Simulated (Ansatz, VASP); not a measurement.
# Two plane-wave programs on BN

File INCAR:

```
SYSTEM = BN
PREC     = Accurate       ! precision mode
ENCUT    = 520            ! plane-wave cutoff, eV
EDIFF    = 1E-6           ! SCF threshold, eV
ISMEAR   = 0              ! smearing method
SIGMA    = 0.05           ! smearing width, eV
LREAL    = .False.        ! projectors in reciprocal space
LASPH    = .True.         ! aspherical terms in the spheres
NELM     = 60             ! most SCF steps
ALGO     = Normal         ! electronic algorithm
ISIF     = 2              ! what is computed and relaxed
LWAVE    = .False.        ! write WAVECAR
LCHARG   = .False.        ! write CHGCAR
GGA      = PE             ! functional
IVDW     = 12             ! dispersion correction
NBANDS   = 16             ! bands
```

The input KPOINTS:

```
Automatic mesh
0
Gamma
  12 12 4
  0 0 0
```

Contents of POSCAR:

```
BN
1.0
    2.4061805817      0.0000000000      0.0000000000
   -1.2030902908      2.0838135098      0.0000000000
    0.0000000000      0.0000000000      6.8815207256
B N
2 2
Direct
    0.3333333333      0.6666666667      0.2500000000
    0.6666666667      0.3333333333      0.7500000000
    0.3333333333      0.6666666667      0.7500000000
    0.6666666667      0.3333333333      0.2500000000
```

Input for Ansatz:

```yaml
crystal:
  lattice:
    - [2.4061805817, 0.0, 0.0]
    - [-1.2030902908, 2.0838135098, 0.0]
    - [0.0, 0.0, 6.8815207256]
  atoms:
    - { symbol: B, position: [0.3333333333, 0.6666666667, 0.25] }
    - { symbol: B, position: [0.6666666667, 0.3333333333, 0.75] }
    - { symbol: "N", position: [0.3333333333, 0.6666666667, 0.75] }
    - { symbol: "N", position: [0.6666666667, 0.3333333333, 0.25] }
basis:
  ecutwfc: 420
kpoints:
  mp_grid: { grid: [12, 12, 4] }
hamiltonian:
  xc: pbe
  dispersion: d3bj
scf:
  occupations: { method: gaussian, width: 0.05 }
output:
  forces: true
  stress: true
  eigenvalues: true
```

Change from the starting cell: strain -0.040 along x and y, +0.040 along z, atoms carried along.

Alike in both runs: task single point; functional PBE; dispersion D3(BJ); k mesh 12 × 12 × 4; occupations gaussian, width 0.05 eV; no spin polarisation.

```csv
,VASP,Ansatz
version,VASP 6.6.1,Ansatz 0.2.0
potentials or method,"VASP PAW PBE potentials, release 64 (B, N), cutoff 520 eV","scalar-relativistic, plane waves, PAW"
valence electrons in the cell,16,16
```

Ansatz gave:

| Quantity | Value |
| --- | --- |
| gap on the k mesh at the Fermi level (eV) | 4.54 |
| least direct gap on the mesh (eV) | 4.96 |
| pressure (GPa) | 33.7 |
| traceless stress, the component that is largest in VASP (GPa) | -34.96 |

Task: Estimate VASP's values.

Result: gap on the k mesh at the Fermi level (eV): 4.53; least direct gap on the mesh (eV): 4.96; pressure (GPa): 33.8; traceless stress, the component that is largest in VASP (GPa): -35.19.

Both programs put the cell under a high pressure, so it lies far from rest at this level.
